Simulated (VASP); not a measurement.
# TaN (P1) in VASP: notebook, part 2 of 2

VASP 6.6.1.

**3. Single point, LDA**

File INCAR:

```
PREC     = Accurate       # precision mode
ENCUT    = 520            # plane-wave cutoff, eV
EDIFF    = 1E-7           # SCF threshold, eV
ISMEAR   = 0              # smearing method
SIGMA    = 0.15           # smearing width, eV
LREAL    = False          # projectors in reciprocal space
LASPH    = True           # aspherical terms in the spheres
NELM     = 80             # most SCF steps
ALGO     = Fast           # electronic algorithm
ISIF     = 2              # what is computed and relaxed
LWAVE    = False          # write WAVECAR
LCHARG   = False          # write CHGCAR
GGA      = CA             # functional
NBANDS   = 42             # bands
```

File KPOINTS:

```
Automatic mesh
0
Gamma
  14 14 4
```

File POSCAR:

```
TaN
1.0
   -3.1035877079      0.0000000000      0.0000000000
   -1.5517938539     -2.6877857979      0.0000000000
   -0.7758969270     -0.8959285993     12.0200957435
Ta N
4 4
Direct
    0.2567812372      0.0271249488      0.9186251535
    0.2984479039      0.1937916155      0.4186251535
    0.6526145705      0.6104582822      0.1686251535
    0.6109479039      0.4437916155      0.6686251535
    0.3265520961      0.3062083845      0.0813748465
    0.2848854295      0.1395417178      0.5813748465
    0.6390520961      0.5562083845      0.3313748465
    0.5973854295      0.3895417178      0.8313748465
```

Potentials or basis: VASP PAW LDA potentials, release 64 (Ta_pv, N).

The run is started by

```bash
> cat potpaw_LDA.64/Ta_pv/POTCAR potpaw_LDA.64/N/POTCAR > POTCAR
> mpirun -np 1 vasp_std > vasp.out
```

OUTCAR:

```text
PREC = Accurate
   ENCUT = 520
   EDIFF = 1E-7
   ISMEAR = 0
   LREAL = False
   LASPH = True
   NELM = 80
   ISIF = 2
   GGA = CA

 ion  position               nearest neighbor table
   1  0.257  0.027  0.919-   8 2.08   8 2.08   8 2.08   5 2.29   3 3.23   4 3.50   4 3.50   4 3.50
                             3 3.58
   2  0.298  0.194  0.419-   6 1.96   7 2.08   7 2.08   7 2.08   3 3.50   3 3.50   4 3.50   4 3.50
                             4 3.50   3 3.50
   3  0.653  0.610  0.169-   7 1.96   5 2.08   5 2.08   5 2.08   1 3.23   2 3.50   2 3.50   2 3.50
                             1 3.58
   4  0.611  0.444  0.669-   8 1.96   6 2.08   6 2.08   6 2.08   1 3.50   1 3.50   2 3.50   2 3.50
                             2 3.50   1 3.50
   5  0.327  0.306  0.081-   3 2.08   3 2.08   3 2.08   1 2.29
   6  0.285  0.140  0.581-   2 1.96   4 2.08   4 2.08   4 2.08
   7  0.639  0.556  0.331-   3 1.96   2 2.08   2 2.08   2 2.08
   8  0.597  0.390  0.831-   4 1.96   1 2.08   1 2.08   1 2.08

  LATTYP: Found a triclinic cell.
 ALAT       =     3.1035877079
 B/A-ratio  =     1.7320508076
 C/A-ratio  =     4.5437555091
 COS(alpha) =     0.0158830693
 COS(beta)  =     0.2751028301
 COS(gamma) =     0.8660254038

  Lattice vectors:

 A1 = (   3.1035877079,   0.0000000000,   0.0000000000)
 A2 = (   4.6553815619,  -2.6877857979,   0.0000000000)
 A3 = (   3.8794846348,   6.2715001951, -12.0200957435)

Analysis of symmetry for initial positions (statically):
=====================================================================
 Subroutine PRICEL returns:
 Original cell was already a primitive cell.

 Routine SETGRP: Setting up the symmetry group for a
 triclinic supercell.

 Subroutine GETGRP returns: Found  1 space group operations
 (whereof  1 operations were pure point group operations)
 out of a pool of  2 trial point group operations.

The static configuration has the point symmetry C_1 .

Analysis of symmetry for dynamics (positions and initial velocities):
=====================================================================
 Subroutine PRICEL returns:
 Original cell was already a primitive cell.

 Routine SETGRP: Setting up the symmetry group for a
 triclinic supercell.

 Subroutine GETGRP returns: Found  1 space group operations
 (whereof  1 operations were pure point group operations)
 out of a pool of  2 trial point group operations.

The dynamic configuration has the point symmetry C_1 .

 Subroutine INISYM returns: Found  1 space group operations
 (whereof  1 operations are pure point group operations),
 and found     1 'primitive' translations

----------------------------------------------------------------------------------------

                                     Primitive cell

  volume of cell :     100.2690

  direct lattice vectors                    reciprocal lattice vectors
    -3.103587708  0.000000000  0.000000000    -0.322207746  0.186026729 -0.006932834
    -1.551793854 -2.687785798  0.000000000     0.000000000 -0.372053458 -0.027731338
    -0.775896927 -0.895928599 12.020095744     0.000000000  0.000000000  0.083194013

  length of vectors
     3.103587708  3.103587708 12.078385893     0.372118045  0.373085516  0.083194013

  position of ions in fractional coordinates (direct lattice)
     0.256781237  0.027124949  0.918625154
     0.298447904  0.193791615  0.418625154
     0.652614570  0.610458282  0.168625154
[... 69 lines left out ...]
 [... further k-points ...]
   k-points           NKPTS =    396   k-points in BZ     NKDIM =    396   number of bands    NBANDS=     42
   number of dos      NEDOS =    301   number of ions     NIONS =      8
   total plane-waves  NPLWV =  51840
   dimension x,y,z NGX =    24 NGY =   24 NGZ =   90
   dimension x,y,z NGXF=    48 NGYF=   48 NGZF=  180
   ions per type =               4   4
   NGX,Y,Z   is equivalent  to a cutoff of  12.86, 12.86, 12.39 a.u.
   NGXF,Y,Z  is equivalent  to a cutoff of  25.71, 25.71, 24.78 a.u.
 SYSTEM =  unknown system
   PREC   = accura    normal or accurate (medium, high low for compatibility)
   ISTART =      0    job   : 0-new  1-cont  2-samecut
   ICHARG =      2    charge: 1-file 2-atom 10-const
   ISPIN  =      1    spin polarized calculation?
   LNONCOLLINEAR =      F non collinear calculations
   LSORBIT =      F    spin-orbit coupling
   LASPH  =      T    aspherical Exc in radial PAW
   ENCUT  =  520.0 eV  38.22 Ry    6.18 a.u.   5.77  5.77 22.46*2*pi/ulx,y,z
   NELM   =     80;   NELMIN=  2; NELMDL= -5     # of ELM steps
   EDIFF  = 0.1E-06   stopping-criterion for ELM
   LREAL  =      F    real-space projection
   EDIFFG = 0.1E-05   stopping-criterion for IOM
   NSW    =      0    number of steps for IOM
   IBRION =     -1    ionic relax: 0-MD 1-quasi-New 2-CG
   NFREE  =      0    steps in history (QN), initial steepest desc. (CG)
   ISIF   =      2    stress and relaxation
   ISYM   =      2    0-nonsym 1-usesym 2-fastsym
   POTIM  = 0.5000    time-step for ionic-motion
   TEBEG  =    0.0;   TEEND  =   0.0 temperature during run
   PSTRESS=    0.0 pullay stress
   NELECT =      64.0000    total number of electrons
   NUPDOWN=      -1.0000    fix difference up-down
   EMIN   =  10.00;   EMAX   =-10.00  energy-range for DOS
   EFERMI =   0.00;   METHOD = LEGACY
   ISMEAR =     0;   SIGMA  =   0.15  broadening in eV -4-tet -1-fermi 0-gaus
   EFERMI_NEDOS =   21; number of points for ismear=-14 and -15
   IALGO  =     68    algorithm
   IMIX   =      4    mixing-type and parameters
     AMIX     =   0.40;   BMIX     =  1.00
     AMIX_MAG =   1.60;   BMIX_MAG =  1.00
  volume/ion in A,a.u.               =      12.53        84.58
  Fermi-wavevector in a.u.,A,eV,Ry     =   1.409546  2.663656 27.032330  1.986820
  Thomas-Fermi vector in A             =   2.531591
   LORBIT       =      0    0 simple, 1 ext, 2 COOP (PROOUT), +10 PAW based schemes
   GGA     = CA    functional components
   LHFCALC =     F    Hartree Fock is set to
   AEXX    =    0.0000 exact exchange contribution
   IVDW    =     0    specifies the selected vdW correction
   LEPSILON=     F    determine dielectric tensor
   LRPA    =     F    only Hartree local field effects (RPA)
 non-spin polarized calculation
 RMM-DIIS sequential band-by-band and
 Gauss-broadening in eV      SIGMA  =   0.15
  energy-cutoff  :      520.00
  volume of cell :      100.27
 maximum number of plane-waves:      2720
   NGX = 11   NGY = 11   NGZ = 45

 number of electron      63.9999999 magnetization

 Free energy of the ion-electron system (eV)
  ---------------------------------------------------
  ext. energy  EPLUGINS =         0.00000000
  ---------------------------------------------------
  free energy    TOTEN  =       -94.43980322 eV

  energy without entropy =      -94.41624995  energy(sigma->0) =      -94.42802658

 E-fermi :   6.7516     XC(G=0): -12.6139

 val. band max:        6.7449623108   @ k =  -0.0714   0.0714  -0.0000
 cond. band min:       6.7525845880   @ k =  -0.3571   0.3571   0.5000
 fundamental gap:      0.0076222772
 Fermi energy:         6.7516234690

 k-point     1 :       0.0000    0.0000    0.0000
  band No.  band energies     occupation
      1     -28.8081      2.00000
      2     -28.5345      2.00000
      3     -28.3971      2.00000
      4     -28.3075      2.00000
      5     -28.2793      2.00000
      6     -28.2044      2.00000
[... 1069 lines left out ...]
     41       9.9070      0.00000
     42      10.0917      0.00000

 [... further k-points ...]

------------------------ aborting loop because EDIFF is reached ----------------------------------------

  FORCE on cell =-STRESS in cart. coord.  units (eV):
  Direction    XX          YY          ZZ          XY          YZ          ZX
  --------------------------------------------------------------------------------------
  -------------------------------------------------------------------------------------
  Total       -0.4637632     -1.9894583     -3.0448280     -1.1391615      0.8151491      1.0321166
  in kB       -7.4103766    -31.7891426    -48.6526769    -18.2024254     13.0250996     16.4919775
  external PRESSURE =     -29.2840653 kB  Pullay stress =       0.0000000 kB

 VOLUME and BASIS-vectors are now :
 -----------------------------------------------------------------------------
  energy-cutoff  :      520.00
  volume of cell :      100.27
      direct lattice vectors                 reciprocal lattice vectors
    -3.103587708  0.000000000  0.000000000    -0.322207746  0.186026729 -0.006932834
    -1.551793854 -2.687785798  0.000000000     0.000000000 -0.372053458 -0.027731338
    -0.775896927 -0.895928599 12.020095744     0.000000000  0.000000000  0.083194013

 POSITION                                       TOTAL-FORCE (eV/Angst)
 -----------------------------------------------------------------------------------
     -1.55179     -0.89593     11.04196        -0.613405     -0.894322      1.497091
     -1.55179     -0.89593      5.03191         0.024560     -0.050736     -0.085389
     -3.10359     -1.79186      2.02689         0.209079      0.016341      0.125542
     -3.10359     -1.79186      8.03694         0.036140     -0.007533      0.123782
     -1.55179     -0.89593      0.97813         0.158253      0.561382     -2.626113
     -1.55179     -0.89593      6.98818        -0.009015      0.002341     -0.099192
     -3.10359     -1.79186      3.98316         0.028019      0.051597      0.310273
     -3.10359     -1.79186      9.99321         0.166369      0.320930      0.754005
 -----------------------------------------------------------------------------------
    total drift:                               -0.000725      0.000340      0.000965

  FREE ENERGIE OF THE ION-ELECTRON SYSTEM (eV)
  ---------------------------------------------------
  free  energy   TOTEN  =       -94.4398032150 eV

  energy  without entropy=      -94.4162499459  energy(sigma->0) =      -94.42802658
```

Run time: 57 min. Hardware: 1 thread of Oxide Virtual Turin-like, shared host; peak memory 1.1 GiB.

What came out:

| Quantity | Value |
| --- | --- |
| Free energy | -94.4398 eV |
| Pressure | -2.9 GPa |
| Largest force | 2.690 eV/Å |
| Band gap on the k mesh | zero (bands 32 and 33 overlap by 0.31 eV) |

Forces in eV/Å, atoms in the order of the input:
```
Ta  -0.613 -0.894  1.497
Ta   0.025 -0.051 -0.085
Ta   0.209  0.016  0.126
Ta   0.036 -0.008  0.124
N    0.158  0.561 -2.626
N   -0.009  0.002 -0.099
N    0.028  0.052  0.310
N    0.166  0.321  0.754
```

Stress tensor (GPa, compression positive):
```
-0.74 -1.82  1.65
-1.82 -3.18  1.30
 1.65  1.30 -4.87
```

Levels at points of the mesh, in eV from the Fermi level:
```
           k point  band 30  band 31  band 32  band 33  band 34  band 35
(0.00, 0.00, 0.00)    -0.26     0.09     0.13     0.32     0.41     0.64
(0.50, 0.00, 0.00)    -1.58    -0.48    -0.41     1.14     1.21     1.79
(0.00, 0.50, 0.00)    -1.25    -0.49    -0.23     1.21     1.29     1.65
(0.50, 0.50, 0.00)    -1.04    -0.67    -0.23     1.16     1.53     1.78
(0.00, 0.00, 0.50)    -0.28    -0.21     0.06     0.21     0.41     0.72
(0.50, 0.00, 0.50)    -1.03    -0.84    -0.32     1.14     1.24     1.67
(0.00, 0.50, 0.50)    -1.16    -0.60    -0.19     1.20     1.27     1.73
(0.50, 0.50, 0.50)    -1.47    -0.49    -0.27     1.15     1.39     2.07
```

Caveat: spin-orbit coupling is left out, which moves the levels of the heavy elements; forces of over 1 eV/Å act on the atoms, so gaps and moduli don't describe the material at rest.
